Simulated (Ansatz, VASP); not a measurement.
## Ag: VASP beside Ansatz

Contents of INCAR:

```
SYSTEM = Ag
ALGO = Fast ; EDIFF = 1E-6
ENCUT = 520 ; GGA = PS
ISIF = 2 ; ISMEAR = 0
LASPH = .TRUE. ; LCHARG = .FALSE.
LREAL = .FALSE. ; LWAVE = .FALSE.
NBANDS = 12 ; NELM = 80
PREC = Accurate ; SIGMA = 0.15
```

The input KPOINTS:

```
k-points
0
G
  20 20 20
  0 0 0
```

POSCAR

```
Ag
1.0
    0.0000000000      2.0431000000      2.0431000000
    2.0226690000      0.0000000000      2.0431000000
    2.0226690000      2.0431000000      0.0000000000
Ag
1
Direct
    0.0000000000      0.0000000000      0.0000000000
```

Input for Ansatz:

```yaml
crystal:
  lattice:
    - [0.0, 2.0431, 2.0431]
    - [2.022669, 0.0, 2.0431]
    - [2.022669, 2.0431, 0.0]
  atoms:
    - { symbol: Ag, position: [0.0, 0.0, 0.0] }
basis:
  ecutwfc: 420
kpoints:
  mp_grid: { grid: [20, 20, 20] }
hamiltonian:
  xc: pbesol
scf:
  occupations: { method: gaussian, width: 0.15 }
output:
  forces: true
  stress: true
  eigenvalues: true
  write_density: true
  write_potential: true
  elf: true
  volumetric_format: npy
```

Change from the starting cell: strain -0.0100 x Voigt [1, 0, 0, 0, 0, 0], atoms carried along.

Alike in both runs: task single point; functional PBEsol; k mesh 20 × 20 × 20; occupations gaussian, width 0.15 eV; no spin polarisation.

|  | VASP | Ansatz |
| --- | --- | --- |
| version | VASP 6.6.1 | Ansatz 0.2.0 |
| potentials or method | VASP PAW PBE potentials, release 64 (Ag), cutoff 520 eV | scalar-relativistic, plane waves, PAW |
| valence electrons in the cell | 11 | 19 |

```csv
,VASP,Ansatz,Ansatz less VASP
gap on the k mesh at the Fermi level (eV),none,none,-
pressure (GPa),-1.6,-1.5,+0.11
"traceless stress, the component that is largest in VASP (GPa)",0.26,0.26,+0.003
```

VASP's potentials were made for PBE, not for PBEsol. A gap of «none» marks a metal or a gap that the smearing closes. VASP's potentials hold 11 valence electrons a cell and Ansatz's 19, so a difference there can come from the potentials and not from the codes.
